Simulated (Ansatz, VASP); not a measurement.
**Two plane-wave programs on BiAuO3**

Contents of INCAR:

```
SYSTEM = BiAuO3
PREC = Accurate
ENCUT = 600
EDIFF = 1E-6
ISMEAR = 0
SIGMA = 0.1
LREAL = .False.
LASPH = .True.
NELM = 80
ALGO = Normal
ISIF = 3
LWAVE = .False.
LCHARG = .False.
GGA = PE
IBRION = 2
NSW = 90
EDIFFG = -0.04
```

KPOINTS

```
regular mesh
0
Gamma
  6 6 4
  0 0 0
```

POSCAR

```
BiAuO3
1.0
    5.8215018590      0.0000000000      0.0000000000
   -2.9107509295      5.0415684980      0.0000000000
    0.0000000000      0.0000000000      4.9736099363
Bi Au O
2 2 6
Direct
    0.3333333333      0.6666666667      0.7500000000
    0.6666666667      0.3333333333      0.2500000000
    0.0000000000      0.0000000000      0.5000000000
    0.0000000000      0.0000000000      0.0000000000
    0.1460000000      0.2919999999      0.2500000000
    0.8540000000      0.1460000000      0.7500000000
    0.8540000000      0.7080000001      0.7500000000
    0.1460000000      0.8540000000      0.2500000000
    0.7080000001      0.8540000000      0.2500000000
    0.2919999999      0.1460000000      0.7500000000
```

Input for Ansatz:

```yaml
crystal:
  lattice:
    - [5.821501859, 0.0, 0.0]
    - [-2.9107509295, 5.041568498, 0.0]
    - [0.0, 0.0, 4.9736099363]
  atoms:
    - { symbol: Bi, position: [0.3333333333, 0.6666666667, 0.75] }
    - { symbol: Bi, position: [0.6666666667, 0.3333333333, 0.25] }
    - { symbol: Au, position: [0.0, 0.0, 0.5] }
    - { symbol: Au, position: [0.0, 0.0, 0.0] }
    - { symbol: O, position: [0.146, 0.2919999999, 0.25] }
    - { symbol: O, position: [0.854, 0.146, 0.75] }
    - { symbol: O, position: [0.854, 0.7080000001, 0.75] }
    - { symbol: O, position: [0.146, 0.854, 0.25] }
    - { symbol: O, position: [0.7080000001, 0.854, 0.25] }
    - { symbol: O, position: [0.2919999999, 0.146, 0.75] }
basis:
  ecutwfc: 420
kpoints:
  mp_grid: { grid: [6, 6, 4] }
hamiltonian:
  xc: pbe
scf:
  occupations: { method: gaussian, width: 0.1 }
  lower_state_search: "off"
output:
  forces: true
  stress: true
  eigenvalues: true
relax:
  adjacent_minimum: "off"
  f_tol: 0.04
  max_steps: 70
  cell: { stress_tol: 0.4 }
```

Alike in both runs: task relaxation of cell and atoms; functional PBE; k mesh 6 × 6 × 4; occupations gaussian, width 0.1 eV; no spin polarisation.

|  | VASP | Ansatz |
| --- | --- | --- |
| version | VASP 6.6.1 | Ansatz 0.2.0 |
| potentials or method | VASP PAW PBE potentials, release 64 (Bi_d, Au, O), cutoff 600 eV | scalar-relativistic, plane waves, PAW |
| valence electrons in the cell | 88 | 104 |

|  | VASP | Ansatz | Ansatz less VASP |
| --- | --- | --- | --- |
| gap on the k mesh at the Fermi level, each at its own relaxed structure (eV) | none | none | - |
| relaxed volume (Å³/atom) | 14.71 | 14.76 | +0.049 |
| relaxed cell length with the largest relative difference (Å) | 6.038 | 6.087 | +0.0492 |

A gap of «none» marks a metal or a gap that the smearing closes. VASP's potentials hold 88 valence electrons a cell and Ansatz's 104, so a difference there can come from the potentials and not from the codes.

Neither program's run includes spin-orbit coupling.
